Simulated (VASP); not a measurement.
A run of VASP 6.6.1:

Contents of POSCAR:

```
AlN
1.0
    3.0445617499      0.0000000000      0.0000000000
   -1.5222808750      2.6366678188      0.0000000000
    0.0000000000      0.0000000000      5.0382601667
Al N
2 2
Direct
    0.3333333333      0.6666666667     -0.0008019551
    0.6666666667      0.3333333333      0.4991980449
    0.3333333333      0.6666666667      0.3808019551
    0.6666666667      0.3333333333      0.8808019551
```

INCAR.step1

```
PREC     = Accurate       # precision mode
ENCUT    = 520            # plane-wave cutoff, eV
ISMEAR   = 0              # smearing method
SIGMA    = 0.01           # smearing width, eV
LREAL    = False          # projectors in reciprocal space
LASPH    = True           # aspherical terms in the spheres
NELM     = 60             # most SCF steps
NBANDS   = 16             # bands
GGA      = PE             # functional
ALGO     = Normal         # electronic algorithm
EDIFF    = 1E-4           # SCF threshold, eV
LWAVE    = True           # write WAVECAR
LCHARG   = False          # write CHGCAR
```

INCAR.step2

```
PREC     = Accurate       # precision mode
ENCUT    = 520            # plane-wave cutoff, eV
EDIFF    = 1E-7           # SCF threshold, eV
ISMEAR   = 0              # smearing method
SIGMA    = 0.01           # smearing width, eV
LREAL    = False          # projectors in reciprocal space
LASPH    = True           # aspherical terms in the spheres
NELM     = 60             # most SCF steps
ALGO     = Normal         # electronic algorithm
ISIF     = 2              # what is computed and relaxed
LWAVE    = False          # write WAVECAR
LCHARG   = True           # write CHGCAR
METAGGA  = R2SCAN         # meta-GGA
LMIXTAU  = True         
LELF     = True           # ELF
LVHAR    = True         
NBANDS   = 16             # bands
ISTART   = 1
```

KPOINTS

```
Automatic mesh
0
Gamma
  8 8 4
```

Potentials or basis: VASP PAW PBE potentials, release 64 (Al, N).

Run with:

```bash
$ cat potpaw_PBE.64/Al/POTCAR potpaw_PBE.64/N/POTCAR > POTCAR
$ cp INCAR.step1 INCAR
$ mpirun -np 1 vasp_std > vasp.out
$ cp INCAR.step2 INCAR
$ mpirun -np 1 vasp_std > vasp.out
```

Hardware: 1 thread of Intel(R) Xeon(R) Platinum 8488C (Sapphire Rapids) (shared host).

How long does it take, and how much memory?

Wall time 70 s on 1 thread of Intel(R) Xeon(R) Platinum 8488C (Sapphire Rapids), with other jobs on the host, peak memory 0.17 GiB. Counts: k points 30.
